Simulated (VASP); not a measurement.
SnPb2O3:

```xyz
6
Lattice="3.7757 0.0000 0.0000 0.0000 3.7757 0.0000 0.0000 0.0000 8.3181" Properties=species:S:1:pos:R:3 pbc="T T T"
Sn    0.0000    0.0000    0.0000
Pb    0.0000    1.8878    6.0847
Pb    1.8878    0.0000    2.2334
O     0.0000    1.8878    3.1900
O     1.8878    0.0000    5.1281
O     1.8878    1.8878    0.0000
```

The cell was generated, and may not be a known phase.

- Program: VASP 6.6.1
- Task: relaxation of cell and atoms
- Functional: PBE
- Potentials or basis: VASP PAW PBE potentials, release 64 (Sn_d, Pb_d, O)
- Cutoff: 600 eV
- k mesh: 4 × 4 × 2
- Occupations: gaussian, width 0.1 eV
- Spin: no spin polarisation

At the start: pressure -7.6 GPa; volume 19.76 Å³/atom.

Question: Where does the relaxation end?

Answer: Over 17 steps the energy falls by 682.4 meV/atom and the volume is 18.91 Å³/atom (-4.3 %); space group P-4m2 (No. 115, to 0.1 Å) before and after.

The path:
| step | energy change (eV) | largest force (eV/Å) | pressure (GPa) | volume (Å³) |
| --- | --- | --- | --- | --- |
| 1 | 0.0000 | 4.2578 | -7.64 | 118.58 |
| 2 | -2.4442 | 3.3311 | -1.70 | 103.01 |
| 3 | -2.9952 | 1.7354 | 10.53 | 93.27 |
| 4 | -3.6884 | 0.9948 | 4.11 | 101.80 |
| 5 | -3.7177 | 1.0443 | 3.10 | 104.78 |
| 6 | -3.8253 | 0.7393 | -2.95 | 110.60 |
| 7 | -3.8321 | 0.8029 | -1.89 | 109.39 |
| 8 | -3.9373 | 0.5026 | -0.94 | 108.11 |
| 9 | -3.9817 | 0.0558 | 0.45 | 106.66 |
| 10 | -4.0348 | 0.2192 | 0.82 | 107.05 |
| 11 | -4.0455 | 0.3397 | 1.23 | 107.30 |
| 12 | -4.0721 | 0.4168 | -0.59 | 111.06 |
| 13 | -4.0735 | 0.4405 | -1.01 | 112.05 |
| 14 | -4.0916 | 0.1160 | -0.16 | 112.64 |
| 15 | -4.0935 | 0.0306 | 0.23 | 112.89 |
| 16 | -4.0935 | 0.0400 | 0.23 | 112.91 |
| 17 | -4.0943 | 0.0251 | 0.10 | 113.43 |

Final structure:
```cif
data_structure
_symmetry_space_group_name_H-M 'P 1'
_symmetry_Int_Tables_number 1
_cell_length_a 3.4643
_cell_length_b 3.4643
_cell_length_c 9.4514
_cell_angle_alpha 90.000
_cell_angle_beta 90.000
_cell_angle_gamma 90.000
_cell_volume 113.43
loop_
_atom_site_label
_atom_site_type_symbol
_atom_site_fract_x
_atom_site_fract_y
_atom_site_fract_z
_atom_site_occupancy
Sn1 Sn 0.00000 0.00000 0.00000 1
Pb1 Pb 0.00000 0.50000 0.65036 1
Pb2 Pb 0.50000 0.00000 0.34964 1
O1 O 0.00000 0.50000 0.40882 1
O2 O 0.50000 0.00000 0.59118 1
O3 O 0.50000 0.50000 0.00000 1
```
